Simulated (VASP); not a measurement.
# CO2 (Pbca) in VASP: notebook

Runs on CO2. Level: PBE. Tasks: single point.

Program: VASP 6.6.1. These are calculated values, not measurements. Logs are shortened: lines on timing, memory, paths and dates and some standing lists are left out, and cuts for length are marked.

## (1) The cell of the first run

The structure is orthorhombic, space group Pbca (No. 61). Conventional cell: a = 5.772 Å, b = 6.206 Å, c = 6.206 Å, α = 90.00°, β = 90.00°, γ = 90.00°. C (site symmetry -1) has 2 O at 1.17 Å within 1.6 Å. Within 1.6 Å of O (site symmetry 1) lie 1 C at 1.17 Å.

## (2) Single point, PBE (18.52 Å³/atom)

Input file INCAR:

```
PREC = Accurate
ENCUT = 520
EDIFF = 1E-6
ISMEAR = 0
SIGMA = 0.05
LREAL = False
LASPH = True
NELM = 80
ALGO = Normal
ISIF = 2
LWAVE = False
LCHARG = False
GGA = PE
NBANDS = 44
```

Input file KPOINTS:

```
Automatic mesh
0
Gamma
  4 4 4
```

Input file POSCAR:

```
CO2
1.0
    6.2056162489      0.0000000000      0.0000000000
    0.0000000000      6.2056162489      0.0000000000
    0.0000000000      0.0000000000      5.7724642347
C O
4 8
Direct
    0.0000000000      0.0000000000      0.0000000000
    0.5000000000      0.0000000000      0.5000000000
    0.5000000000      0.5000000000      0.0000000000
    0.0000000000      0.5000000000      0.5000000000
    0.1114834447      0.1114834447      0.1114834447
    0.3885165553      0.8885165553      0.6114834447
    0.6114834447      0.3885165553      0.8885165553
    0.8885165553      0.6114834447      0.3885165553
    0.8885165553      0.8885165553      0.8885165553
    0.6114834447      0.1114834447      0.3885165553
    0.3885165553      0.6114834447      0.1114834447
    0.1114834447      0.3885165553      0.6114834447
```

Potentials or basis: VASP PAW PBE potentials, release 64 (C, O).

Run with:

```
$ cat potpaw_PBE.64/C/POTCAR potpaw_PBE.64/O/POTCAR > POTCAR
$ mpirun -np 1 vasp_std > vasp.out
```

OUTCAR:

```text
PREC = Accurate
   ENCUT = 520
   EDIFF = 1E-6
   ISMEAR = 0
   LREAL = False
   LASPH = True
   NELM = 80
   ISIF = 2
   GGA = PE

 ion  position               nearest neighbor table
   1  0.000  0.000  0.000-   5 1.17   9 1.17
   2  0.500  0.000  0.500-   6 1.17  10 1.17
   3  0.500  0.500  0.000-   7 1.17  11 1.17
   4  0.000  0.500  0.500-   8 1.17  12 1.17
   5  0.111  0.111  0.111-   1 1.17
   6  0.389  0.889  0.611-   2 1.17
   7  0.611  0.389  0.889-   3 1.17
   8  0.889  0.611  0.389-   4 1.17
   9  0.889  0.889  0.889-   1 1.17
  10  0.611  0.111  0.389-   2 1.17
  11  0.389  0.611  0.111-   3 1.17
  12  0.111  0.389  0.611-   4 1.17

  LATTYP: Found a simple tetragonal cell.
 ALAT       =     6.2056162489
 C/A-ratio  =     0.9302000000

  Lattice vectors:

 A1 = (   6.2056162489,   0.0000000000,   0.0000000000)
 A2 = (   0.0000000000,   6.2056162489,   0.0000000000)
 A3 = (   0.0000000000,   0.0000000000,   5.7724642347)

Analysis of symmetry for initial positions (statically):
=====================================================================
 Subroutine PRICEL returns:
 Original cell was already a primitive cell.

 Routine SETGRP: Setting up the symmetry group for a
 simple tetragonal supercell.

 Subroutine GETGRP returns: Found  8 space group operations
 (whereof  2 operations were pure point group operations)
 out of a pool of 16 trial point group operations.

The static configuration has the point symmetry S_2 .
 The point group associated with its full space group is D_2h.

Analysis of symmetry for dynamics (positions and initial velocities):
=====================================================================
 Subroutine PRICEL returns:
 Original cell was already a primitive cell.

 Routine SETGRP: Setting up the symmetry group for a
 simple tetragonal supercell.

 Subroutine GETGRP returns: Found  8 space group operations
 (whereof  2 operations were pure point group operations)
 out of a pool of 16 trial point group operations.

The dynamic configuration has the point symmetry S_2 .
 The point group associated with its full space group is D_2h.

 Subroutine INISYM returns: Found  8 space group operations
 (whereof  2 operations are pure point group operations),
 and found     1 'primitive' translations

----------------------------------------------------------------------------------------

                                     Primitive cell

  volume of cell :     222.2957

  direct lattice vectors                    reciprocal lattice vectors
     6.205616249  0.000000000  0.000000000     0.161144351  0.000000000  0.000000000
     0.000000000  6.205616249  0.000000000     0.000000000  0.161144351  0.000000000
     0.000000000  0.000000000  5.772464235     0.000000000  0.000000000  0.173236240

  length of vectors
     6.205616249  6.205616249  5.772464235     0.161144351  0.161144351  0.173236240

  position of ions in fractional coordinates (direct lattice)
     0.000000000  0.000000000  0.000000000
     0.500000000  0.000000000  0.500000000
     0.500000000  0.500000000  0.000000000
     0.000000000  0.500000000  0.500000000
     0.111483445  0.111483445  0.111483445
     0.388516555  0.888516555  0.611483445
     0.611483445  0.388516555  0.888516555
     0.888516555  0.611483445  0.388516555
     0.888516555  0.888516555  0.888516555
     0.611483445  0.111483445  0.388516555
     0.388516555  0.611483445  0.111483445
     0.111483445  0.388516555  0.611483445

  ion indices of the primitive-cell ions
   primitive index   ion index
                 1           1
                 2           2
                 3           3
                 4           4
                 5           5
                 6           6
                 7           7
                 8           8
                 9           9
                10          10
                11          11
                12          12

----------------------------------------------------------------------------------------

 KPOINTS: Automatic mesh

Automatic generation of k-mesh.
 Grid dimensions read from file:
 generate k-points for:    4    4    4

 Generating k-lattice:

  Cartesian coordinates                     Fractional coordinates (reciprocal lattice)
     0.040286088  0.000000000  0.000000000     0.250000000  0.000000000  0.000000000
     0.000000000  0.040286088  0.000000000     0.000000000  0.250000000  0.000000000
     0.000000000  0.000000000  0.043309060     0.000000000  0.000000000  0.250000000

  Length of vectors
     0.040286088  0.040286088  0.043309060

  Shift w.r.t. Gamma in fractional coordinates (k-lattice)
     0.000000000  0.000000000  0.000000000

 Subroutine IBZKPT returns following result:
 ===========================================

 Found     27 irreducible k-points:

 Following reciprocal coordinates:
            Coordinates               Weight
  0.000000  0.000000  0.000000      1.000000
  0.250000  0.000000  0.000000      2.000000
  0.000000  0.250000  0.000000      2.000000
  0.500000  0.000000  0.000000      1.000000
  0.000000  0.500000  0.000000      1.000000
  0.250000  0.250000  0.000000      4.000000
[... 16 lines left out ...]
  0.000000  0.500000  0.500000      1.000000
  0.250000  0.250000  0.500000      4.000000
 [... further k-points ...]
   k-points           NKPTS =     27   k-points in BZ     NKDIM =     27   number of bands    NBANDS=     44
   number of dos      NEDOS =    301   number of ions     NIONS =     12
   total plane-waves  NPLWV = 110592
   dimension x,y,z NGX =    48 NGY =   48 NGZ =   48
   dimension x,y,z NGXF=    96 NGYF=   96 NGZF=   96
   ions per type =               4   8
   NGX,Y,Z   is equivalent  to a cutoff of  12.86, 12.86, 13.82 a.u.
   NGXF,Y,Z  is equivalent  to a cutoff of  25.72, 25.72, 27.65 a.u.
 SYSTEM =  unknown system
   PREC   = accura    normal or accurate (medium, high low for compatibility)
   ISTART =      0    job   : 0-new  1-cont  2-samecut
   ICHARG =      2    charge: 1-file 2-atom 10-const
   ISPIN  =      1    spin polarized calculation?
   LNONCOLLINEAR =      F non collinear calculations
   LSORBIT =      F    spin-orbit coupling
   LASPH  =      T    aspherical Exc in radial PAW
   ENCUT  =  520.0 eV  38.22 Ry    6.18 a.u.  11.54 11.54 10.73*2*pi/ulx,y,z
   NELM   =     80;   NELMIN=  2; NELMDL= -5     # of ELM steps
   EDIFF  = 0.1E-05   stopping-criterion for ELM
   LREAL  =      F    real-space projection
   EDIFFG = 0.1E-04   stopping-criterion for IOM
   NSW    =      0    number of steps for IOM
   IBRION =     -1    ionic relax: 0-MD 1-quasi-New 2-CG
   NFREE  =      0    steps in history (QN), initial steepest desc. (CG)
   ISIF   =      2    stress and relaxation
   ISYM   =      2    0-nonsym 1-usesym 2-fastsym
   POTIM  = 0.5000    time-step for ionic-motion
   TEBEG  =    0.0;   TEEND  =   0.0 temperature during run
   PSTRESS=    0.0 pullay stress
   NELECT =      64.0000    total number of electrons
   NUPDOWN=      -1.0000    fix difference up-down
   EMIN   =  10.00;   EMAX   =-10.00  energy-range for DOS
   EFERMI =   0.00;   METHOD = LEGACY
   ISMEAR =     0;   SIGMA  =   0.05  broadening in eV -4-tet -1-fermi 0-gaus
   EFERMI_NEDOS =   21; number of points for ismear=-14 and -15
   IALGO  =     38    algorithm
   IMIX   =      4    mixing-type and parameters
     AMIX     =   0.40;   BMIX     =  1.00
     AMIX_MAG =   1.60;   BMIX_MAG =  1.00
  volume/ion in A,a.u.               =      18.52       125.01
  Fermi-wavevector in a.u.,A,eV,Ry     =   1.080997  2.042788 15.899147  1.168554
  Thomas-Fermi vector in A             =   2.217002
   LORBIT       =      0    0 simple, 1 ext, 2 COOP (PROOUT), +10 PAW based schemes
   GGA     = PE    functional components
   LHFCALC =     F    Hartree Fock is set to
   AEXX    =    0.0000 exact exchange contribution
   IVDW    =     0    specifies the selected vdW correction
   LEPSILON=     F    determine dielectric tensor
   LRPA    =     F    only Hartree local field effects (RPA)
 non-spin polarized calculation
 Gauss-broadening in eV      SIGMA  =   0.05
  energy-cutoff  :      520.00
  volume of cell :      222.30
 maximum number of plane-waves:      6022
 NGX is ok and might be reduce to    48
   NGX = 23   NGY = 23   NGZ = 21

 number of electron      63.9999981 magnetization

 Free energy of the ion-electron system (eV)
  ---------------------------------------------------
  ext. energy  EPLUGINS =         0.00000000
  ---------------------------------------------------
  free energy    TOTEN  =       -92.26557308 eV

  energy without entropy =      -92.26557308  energy(sigma->0) =      -92.26557308

 E-fermi :  -4.5449     XC(G=0):  -6.8769

 val. band max:       -4.7800479722   @ k =   0.0000   0.0000   0.0000
 cond. band min:       1.7819192438   @ k =   0.0000   0.0000   0.0000
 fundamental gap:      6.5619672160
 Fermi energy:        -4.5449321070

 k-point     1 :       0.0000    0.0000    0.0000
  band No.  band energies     occupation
      1     -25.1777      2.00000
      2     -25.0965      2.00000
      3     -25.0943      2.00000
      4     -25.0816      2.00000
      5     -24.1249      2.00000
      6     -24.1225      2.00000
[... 36 lines left out ...]
     43       5.2472      0.00000
     44       5.7327      0.00000

 k-point     2 :       0.2500    0.0000    0.0000
  band No.  band energies     occupation
      1     -25.1663      2.00000
      2     -25.1088      2.00000
      3     -25.0925      2.00000
      4     -25.0832      2.00000
      5     -24.1241      2.00000
      6     -24.1225      2.00000
[... 36 lines left out ...]
     43       5.5052      0.00000
     44       5.9413      0.00000

 k-point     3 :       0.0000    0.2500    0.0000
  band No.  band energies     occupation
      1     -25.1659      2.00000
      2     -25.1070      2.00000
      3     -25.0943      2.00000
      4     -25.0837      2.00000
      5     -24.1207      2.00000
      6     -24.1203      2.00000
[... 976 lines left out ...]
     43       4.3256      0.00000
     44       4.3256      0.00000

 k-point    24 :       0.2500    0.2500    0.5000
  band No.  band energies     occupation
      1     -25.1212      2.00000
      2     -25.1212      2.00000
      3     -25.1038      2.00000
      4     -25.1038      2.00000
      5     -24.1156      2.00000
      6     -24.1156      2.00000
[... 36 lines left out ...]
     43       5.0735      0.00000
     44       5.0735      0.00000

 [... further k-points ...]
[... 5 lines left out ...]
  --------------------------------------------------------------------------------------
  -------------------------------------------------------------------------------------
  Total        1.2124907      1.2490858      1.3414448     -0.0000000      0.0000000      0.0000000
  in kB        8.7389231      9.0026789      9.6683486     -0.0000000      0.0000000      0.0000000
  external PRESSURE =       9.1366502 kB  Pullay stress =       0.0000000 kB

 VOLUME and BASIS-vectors are now :
 -----------------------------------------------------------------------------
  energy-cutoff  :      520.00
  volume of cell :      222.30
      direct lattice vectors                 reciprocal lattice vectors
     6.205616249  0.000000000  0.000000000     0.161144351  0.000000000  0.000000000
     0.000000000  6.205616249  0.000000000     0.000000000  0.161144351  0.000000000
     0.000000000  0.000000000  5.772464235     0.000000000  0.000000000  0.173236240

 POSITION                                       TOTAL-FORCE (eV/Angst)
 -----------------------------------------------------------------------------------
      0.00000      0.00000      0.00000        -0.000000      0.000000     -0.000000
      3.10281      0.00000      2.88623        -0.000000      0.000000     -0.000000
      3.10281      3.10281      0.00000        -0.000000      0.000000     -0.000000
      0.00000      3.10281      2.88623        -0.000000      0.000000     -0.000000
      0.69182      0.69182      0.64353         0.292663      0.283748      0.279723
      2.41098      5.51379      3.52977        -0.292663     -0.283748      0.279723
      3.79463      2.41098      5.12893         0.292663     -0.283748     -0.279723
      5.51379      3.79463      2.24270        -0.292663      0.283748     -0.279723
      5.51379      5.51379      5.12893        -0.292663     -0.283748     -0.279723
      3.79463      0.69182      2.24270         0.292663      0.283748     -0.279723
      2.41098      3.79463      0.64353        -0.292663      0.283748      0.279723
      0.69182      2.41098      3.52977         0.292663     -0.283748      0.279723
 -----------------------------------------------------------------------------------
    total drift:                               -0.000000      0.000000      0.000000

  FREE ENERGIE OF THE ION-ELECTRON SYSTEM (eV)
  ---------------------------------------------------
  free  energy   TOTEN  =       -92.2655730822 eV

  energy  without entropy=      -92.2655730822  energy(sigma->0) =      -92.26557308
```

Wall time 5.7 min (1 thread of Oxide Virtual Turin-like, shared host); peak memory 0.38 GiB.

Results:

| Item | Value |
| --- | --- |
| Free energy | -92.2656 eV |
| Pressure | 0.9 GPa |
| Largest force | 0.494 eV/Å |
| Band gap on the k mesh | 6.56 eV |

Forces on the atoms (eV/Å):
```
C    0.000  0.000  0.000
C    0.000  0.000  0.000
C    0.000  0.000  0.000
C    0.000  0.000  0.000
O    0.293  0.284  0.280
O   -0.293 -0.284  0.280
O    0.293 -0.284 -0.280
O   -0.293  0.284 -0.280
O   -0.293 -0.284 -0.280
O    0.293  0.284 -0.280
O   -0.293  0.284  0.280
O    0.293 -0.284  0.280
```

Caveat: this functional lacks dispersion, which holds the molecules together, so the pressure and a relaxed volume are unreliable. A k mesh can miss the band edges.

## (3) Single point, PBE (17.93 Å³/atom)

This run uses another cell than the first one, of 17.93 Å³/atom.

Input file INCAR:

```
SYSTEM = CO2
PREC = Accurate
ENCUT = 520
EDIFF = 1E-7
ISMEAR = 0
SIGMA = 0.05
LREAL = .False.
LASPH = .True.
NELM = 60
ALGO = Normal
ISIF = 2
LWAVE = .False.
LCHARG = .False.
GGA = PE
NBANDS = 44
```

Input file KPOINTS:

```
regular mesh
0
Gamma
  4 4 4
  0 0 0
```

Changes to POSCAR since step 2:

```diff
@@ -2,5 +2,5 @@
 1.0
-    6.2056162489      0.0000000000      0.0000000000
-    0.0000000000      6.2056162489      0.0000000000
-    0.0000000000      0.0000000000      5.7724642347
+    6.1387207861      0.0000000000      0.0000000000
+    0.0000000000      6.1387207861      0.0000000000
+    0.0000000000      0.0000000000      5.7102380752
 C O
```

Potentials or basis: VASP PAW PBE potentials, release 64 (C, O).

Run with:

```
$ cat potpaw_PBE.64/C/POTCAR potpaw_PBE.64/O/POTCAR > POTCAR
$ mpirun -np 1 vasp_std > vasp.out
```

It took 5.2 min on 1 thread of Oxide Virtual Turin-like, shared host; peak memory 0.35 GiB.

Results (log left out):

```yaml
Free_energy: -92.1454 eV
Pressure: 4.2 GPa
Largest_force: 1.880 eV/Å
Band_gap_on_the_k_mesh: 6.67 eV
```

Forces in eV/Å, atoms in the order of the input:
```
C    0.000  0.000  0.000
C    0.000  0.000  0.000
C    0.000  0.000  0.000
C    0.000  0.000  0.000
O    1.111  1.101  1.042
O   -1.111 -1.101  1.042
O    1.111 -1.101 -1.042
O   -1.111  1.101 -1.042
O   -1.111 -1.101 -1.042
O    1.111  1.101 -1.042
O   -1.111  1.101  1.042
O    1.111 -1.101  1.042
```

Stress tensor (GPa, compression positive):
```
4.27 0.00 0.00
0.00 4.30 0.00
0.00 0.00 3.94
```

Levels at points of the mesh, in eV from the valence-band top:
```tsv
k point	band 30	band 31	band 32	band 33	band 34	band 35
(0.00, 0.00, 0.00)	-0.15	-0.10	0.00	6.67	8.29	8.33
(0.50, 0.00, 0.00)	-0.23	-0.08	-0.08	7.92	7.92	8.23
(0.00, 0.50, 0.00)	-0.23	-0.09	-0.09	7.92	7.92	8.31
(0.50, 0.50, 0.00)	-0.22	-0.22	-0.22	8.24	8.24	8.24
(0.00, 0.00, 0.50)	-0.21	-0.12	-0.12	8.10	8.10	8.28
(0.50, 0.00, 0.50)	-0.21	-0.21	-0.21	8.23	8.23	8.23
(0.00, 0.50, 0.50)	-0.19	-0.19	-0.19	8.25	8.25	8.25
(0.50, 0.50, 0.50)	-0.20	-0.20	-0.20	8.31	8.31	8.31
```

Caveat: the cell stands under pressure; this functional lacks dispersion, which holds the molecules together, so the pressure and a relaxed volume are unreliable; forces of over 1 eV/Å act on the atoms, so gaps and moduli don't describe the material at rest.

## (4) Single point, PBE (17.93 Å³/atom)

This run uses another cell than the first one, of 17.93 Å³/atom.

Input file INCAR:

```
SYSTEM = CO2
PREC = Accurate
ENCUT = 520
EDIFF = 1E-6
ISMEAR = 0
SIGMA = 0.05
LREAL = .FALSE.
LASPH = .TRUE.
NELM = 80
ALGO = Normal
ISIF = 2
LWAVE = .FALSE.
LCHARG = .FALSE.
GGA = PE
NBANDS = 44
```

Input file KPOINTS:

```
regular mesh
0
G
  4 4 4
  0 0 0
```

Changes to POSCAR since step 3:

```diff
@@ -2,5 +2,5 @@
 1.0
-    6.1387207861      0.0000000000      0.0000000000
-    0.0000000000      6.1387207861      0.0000000000
-    0.0000000000      0.0000000000      5.7102380752
+    6.2382112316      0.0000000000      0.0000000000
+    0.0000000000      6.2382112316      0.0000000000
+    0.0000000000      0.0000000000      5.5295504357
 C O
```

Run with:

```
$ cat potpaw_PBE.64/C/POTCAR potpaw_PBE.64/O/POTCAR > POTCAR
$ mpirun -np 1 vasp_std > vasp.out
```

Wall time 4.3 min (1 thread of Oxide Virtual Turin-like, shared host); peak memory 0.35 GiB.

Results (log left out):

```yaml
Free_energy: -92.1625 eV
Pressure: 3.6 GPa
Largest_force: 1.612 eV/Å
Band_gap_on_the_k_mesh: 6.61 eV
```

Forces on the atoms (eV/Å):
```
C    0.000  0.000  0.000
C    0.000  0.000  0.000
C    0.000  0.000  0.000
C    0.000  0.000  0.000
O    0.967  0.950  0.871
O   -0.967 -0.950  0.871
O    0.967 -0.950 -0.871
O   -0.967  0.950 -0.871
O   -0.967 -0.950 -0.871
O    0.967  0.950 -0.871
O   -0.967  0.950  0.871
O    0.967 -0.950  0.871
```

Stress tensor (GPa, compression positive):
```
3.71 0.00 0.00
0.00 3.79 0.00
0.00 0.00 3.33
```

Levels at points of the mesh, in eV from the valence-band top:
```tsv
k point	band 30	band 31	band 32	band 33	band 34	band 35
(0.00, 0.00, 0.00)	-0.17	-0.17	0.00	6.61	8.19	8.25
(0.50, 0.00, 0.00)	-0.25	-0.09	-0.09	7.83	7.83	8.14
(0.00, 0.50, 0.00)	-0.26	-0.12	-0.12	7.83	7.83	8.25
(0.50, 0.50, 0.00)	-0.26	-0.26	-0.26	8.18	8.18	8.18
(0.00, 0.00, 0.50)	-0.24	-0.16	-0.16	8.14	8.14	8.22
(0.50, 0.00, 0.50)	-0.22	-0.22	-0.22	8.16	8.16	8.16
(0.00, 0.50, 0.50)	-0.20	-0.20	-0.20	8.19	8.19	8.19
(0.50, 0.50, 0.50)	-0.20	-0.20	-0.20	8.24	8.24	8.24
```

Caveat: the cell stands under pressure; this functional lacks dispersion, which holds the molecules together, so the pressure and a relaxed volume are unreliable; forces of over 1 eV/Å act on the atoms, so gaps and moduli don't describe the material at rest. A k mesh can miss the band edges.

## (5) Overview

| cell | gap on the mesh (eV) | pressure (GPa) | largest force (eV/Å) |
| --- | --- | --- | --- |
| a = 6.206, b = 6.206, c = 5.772 Å, 12 atoms | 6.56 | 0.9 | 0.49 |
| a = 6.139, b = 6.139, c = 5.710 Å, 12 atoms | 6.67 | 4.2 | 1.88 |
| a = 6.238, b = 6.238, c = 5.530 Å, 12 atoms | 6.61 | 3.6 | 1.61 |

Alike in all rows: task single point; level PBE; potentials or basis VASP PAW PBE potentials, release 64 (C, O); no spin polarisation; k mesh 4 × 4 × 4; cutoff (eV) 520; smearing gaussian 0.05 eV.

Caveats: this functional lacks dispersion, which holds the molecules together, so the pressure and a relaxed volume are unreliable; the cell stands under pressure (at least some runs); forces of over 1 eV/Å act on the atoms, so gaps and moduli don't describe the material at rest (at least some runs).

Absolute energies hang on the potentials; compare differences alone.
